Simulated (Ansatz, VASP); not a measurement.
# One calculation of BaS, two programs

The input INCAR:

```
SYSTEM = BaS
PREC = Accurate
ENCUT = 520
EDIFF = 1E-6
ISMEAR = -1
SIGMA = 0.05
LREAL = .FALSE.
LASPH = .TRUE.
NELM = 60
ALGO = Normal
ISIF = 2
LWAVE = .FALSE.
LCHARG = .FALSE.
GGA = PE
NBANDS = 15
```

Contents of KPOINTS:

```
regular mesh
0
G
  7 7 7
  0 0 0
```

The input POSCAR:

```
BaS
1.0
    0.0000000000      3.1937500000      3.1937500000
    3.1937500000      0.0000000000      3.1937500000
    3.1937500000      3.1937500000      0.0000000000
Ba S
1 1
Direct
    0.0000000000      0.0000000000      0.0000000000
    0.5000000000      0.5000000000      0.5000000000
```

input.yaml

```yaml
crystal:
  lattice:
    - [0.0, 3.19375, 3.19375]
    - [3.19375, 0.0, 3.19375]
    - [3.19375, 3.19375, 0.0]
  atoms:
    - { symbol: Ba, position: [0.0, 0.0, 0.0] }
    - { symbol: S, position: [0.5, 0.5, 0.5] }
hamiltonian:
  xc: pbe
  pseudopotentials: { kind: paw }
kpoints:
  mp_grid: { grid: [7, 7, 7] }
  band_path:
    path:
      - [[0.0, 0.0, 0.0], [0.5, 0.0, 0.5], [0.5, 0.25, 0.75], [0.375, 0.375, 0.75], [0.0, 0.0, 0.0], [0.5, 0.5, 0.5], [0.625, 0.25, 0.625], [0.5, 0.25, 0.75], [0.5, 0.5, 0.5], [0.375, 0.375, 0.75]]
      - [[0.625, 0.25, 0.625], [0.5, 0.0, 0.5]]
    npoints: 14
scf:
  occupations: { method: fermi_dirac, width: 0.05 }
  n_extra_bands: 6
output:
  forces: true
  stress: true
  eigenvalues: true
  fatbands: false
  write_density: true
  write_potential: true
  elf: true
  volumetric_format: npy
```

Alike in both runs: functional PBE; k mesh 7 × 7 × 7; occupations fermi-dirac, width 0.05 eV; no spin polarisation.

|  | VASP | Ansatz |
| --- | --- | --- |
| version | VASP 6.6.1 | Ansatz 0.2.0 |
| potentials or method | VASP PAW PBE potentials, release 64 (Ba_sv, S) | Ansatz PAW |
| plane-wave cutoff (eV) | 520 | 420 |
| valence electrons in the cell | 16 | 16 |
| task | single point | band structure |

Ansatz gave:

```
gap on the k mesh at the Fermi level (eV) : 2.26
least direct gap on the mesh (eV)         : 2.38
pressure (GPa)                            : 0.8
```

What did VASP give for the same quantities?

gap on the k mesh at the Fermi level (eV): 2.17; least direct gap on the mesh (eV): 2.31; pressure (GPa): 1.4.

Neither program's run includes spin-orbit coupling. Noted on Ansatz's run: the k mesh misses the band edges, so the gap on the mesh is wider than the one along the path.
